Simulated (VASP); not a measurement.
A run of VASP 6.6.1 is set up as follows.

INCAR

```
SYSTEM = B4Ru
ALGO = Normal
EDIFF = 1E-7
EDIFFG = -0.04
ENCUT = 600
GGA = PE
IBRION = 2
ISIF = 3
ISMEAR = 0
LASPH = .True.
LCHARG = .False.
LREAL = .False.
LWAVE = .False.
NELM = 60
NSW = 90
PREC = Accurate
SIGMA = 0.1
```

Contents of KPOINTS:

```
k-points
0
Gamma
  6 6 6
  0 0 0
```

File POSCAR:

```
B4Ru
1.0
   -2.1973500900      2.1973500900      2.1973500900
    2.1973500900     -2.1973500900      2.1973500900
    2.1973500900      2.1973500900     -2.1973500900
B Ru
4 1
Direct
    0.5000000000      0.5000000000      0.5000000000
    0.5000000000      0.0000000000      0.0000000000
    0.0000000000      0.0000000000      0.5000000000
    0.0000000000      0.5000000000      0.0000000000
    0.0000000000      0.0000000000      0.0000000000
```

Potentials or basis: VASP PAW PBE potentials, release 64 (B, Ru_pv).

The run is started by

```sh
$ cat potpaw_PBE.64/B/POTCAR potpaw_PBE.64/Ru_pv/POTCAR > POTCAR
$ mpirun -np 1 vasp_std > vasp.out
```

Predict the space group after relaxing (to 0.05 Å).

Im-3m (No. 229).

Predict the band gap on the k mesh.

zero (band 13 reaches 7.41 eV, above the bottom of band 14 at 4.46 eV).

Estimate the relaxed cell.

a = 4.095 Å, b = 4.095 Å, c = 4.095 Å, α = 109.47°, β = 109.47°, γ = 109.47°.

Predict the relaxed volume.

10.57 Å³/atom.

Final structure:
```
B Ru
1.0
    -2.36435    2.36435    2.36435
     2.36435   -2.36435    2.36435
     2.36435    2.36435   -2.36435
B Ru
4 1
Direct
  0.50000 0.50000 0.50000
  0.50000 0.00000 0.00000
  0.00000 0.00000 0.50000
  0.00000 0.50000 0.00000
  0.00000 0.00000 0.00000
```

Caveat: the volume moved by over 15 % at a fixed basis, so the end points are rough.
